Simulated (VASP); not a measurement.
Write the native input for VASP 6.6.1 that does the following.

```yaml
Task: single point
Functional: r2SCAN
Potentials_or_basis: VASP PAW PBE potentials, release 64 (Bi_d)
Cutoff: 520 eV
k_mesh: 9 × 9 × 9
Occupations: gaussian, width 0.03 eV
Spin: no spin polarisation
Dipole_correction: no
Further_INCAR_settings: ALGO = Normal; EDIFF = 1e-06; NBANDS = 22
```

Crystal: Bi.

```xyz
2
Lattice="2.2673 1.3090 4.1167 -2.2673 1.3090 4.1167 0.0000 -2.6180 4.1167" Properties=species:S:1:pos:R:3 pbc="T T T"
Bi    0.0000    0.0000    2.8616
Bi    0.0000    0.0000    9.4884
```

These files were run (other wordings do the same):

POSCAR

```
Bi
1.0
    2.2672586491      1.3090023913      4.1166667488
   -2.2672586491      1.3090023913      4.1166667488
    0.0000000000     -2.6180047827      4.1166667487
Bi
2
Direct
    0.2317091399      0.2317091399      0.2317091399
    0.7682908601      0.7682908601      0.7682908601
```

INCAR.step1

```
SYSTEM = Bi
PREC = Accurate
ENCUT = 520
ISMEAR = 0
SIGMA = 0.03
LREAL = .False.
LASPH = .True.
NELM = 80
NBANDS = 22
GGA = PE
ALGO = Normal
EDIFF = 1E-4
LWAVE = .True.
LCHARG = .False.
```

INCAR.step2

```
SYSTEM = Bi
PREC = Accurate
ENCUT = 520
EDIFF = 1E-6
ISMEAR = 0
SIGMA = 0.03
LREAL = .False.
LASPH = .True.
NELM = 80
ALGO = Normal
ISIF = 2
LWAVE = .False.
LCHARG = .False.
METAGGA = R2SCAN
LMIXTAU = .True.
NBANDS = 22
ISTART = 1
```

KPOINTS

```
regular mesh
0
Gamma
  9 9 9
  0 0 0
```

Potentials or basis: VASP PAW PBE potentials, release 64 (Bi_d).

Run with:

```sh
$ cat potpaw_PBE.64/Bi_d/POTCAR > POTCAR
$ cp INCAR.step1 INCAR
$ mpirun -np 1 vasp_std > vasp.out
$ cp INCAR.step2 INCAR
$ mpirun -np 1 vasp_std > vasp.out
```

It gave:

```yaml
Pressure: 0.0 GPa
Largest_force: 0.005 eV/Å
```

Caveat: the PAW data sets were made with another functional, which shifts forces and pressure a little.

Run time: 27 min on 1 thread of AMD EPYC 7571, with other jobs on the host, peak memory 0.25 GiB.
